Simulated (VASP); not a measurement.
Ge: single point with LDA

Ge:

```
Ge
1.0
     0.00000    2.30314    2.30314
     2.30314    0.00000    2.30314
     2.30314    2.30314    0.00000
Ge
2
Direct
  0.87500 0.87500 0.87500
  0.12500 0.12500 0.12500
```

This cell differs from its parent crystal: volume scaled by 0.55.

| Property | Result |
| --- | --- |
| Program | VASP 6.6.1 |
| Task | single point |
| Functional | LDA |
| Potentials or basis | VASP PAW LDA potentials, release 64 (Ge_d) |
| Cutoff | 500 eV |
| k mesh | 13 × 13 × 13 |
| Occupations | fermi-dirac, width 0.05 eV |
| Spin | no spin polarisation |

The pressure is 170.2 GPa and the band gap on the k mesh is zero (band 14 reaches 13.33 eV, above the bottom of band 15 at 12.34 eV).

Levels at points of the mesh, in eV from the Fermi level:
```tsv
k point	band 11	band 12	band 13	band 14	band 15	band 16	band 17	band 18
(0.00, 0.00, 0.00)	-18.80	0.71	0.71	0.71	3.03	3.03	3.03	6.89
```

Wall time 17 s on 1 thread of AMD EPYC 9R45 96-Core Processor (Zen 5), on a shared host, peak memory 0.12 GiB.
